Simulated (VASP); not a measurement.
# Pt: single point with RPBE

Pt:

```
CELL_PARAMETERS angstrom
5.09727 0.00000 0.00000
0.00000 5.09727 0.00000
0.00000 0.00000 5.09727
ATOMIC_POSITIONS crystal
Pt 0.00000 0.00000 0.00000
Pt 0.50000 0.50000 0.50000
Pt 0.25000 0.00000 0.50000
Pt 0.75000 0.00000 0.50000
Pt 0.50000 0.25000 0.00000
Pt 0.50000 0.75000 0.00000
Pt 0.00000 0.50000 0.25000
Pt 0.00000 0.50000 0.75000
```

```json
{
  "Program": "VASP 6.6.1",
  "Task": "single point",
  "Functional": "RPBE",
  "Potentials or basis": "VASP PAW PBE potentials, release 64 (Pt)",
  "Cutoff": "520 eV",
  "k mesh": "5 × 5 × 5",
  "Occupations": "fermi-dirac, width 0.1 eV",
  "Spin": "no spin polarisation"
}
```

```yaml
Pressure: -0.5 GPa
Band_gap_on_the_k_mesh: zero (bands 40 and 41 overlap by 0.38 eV)
```

Levels at points of the mesh, in eV from the Fermi level:
```
           k point  band 38  band 39  band 40  band 41  band 42  band 43
(0.00, 0.00, 0.00)    -0.20     0.15     0.15     0.15     2.29     2.29
```

It took 88 s on 1 thread of Intel Xeon 8259CL (shared host), peak memory 0.25 GiB.

Caveat: the PAW data sets were made with another functional, which shifts forces and pressure a little; spin-orbit coupling is left out, which moves the levels of the heavy elements.
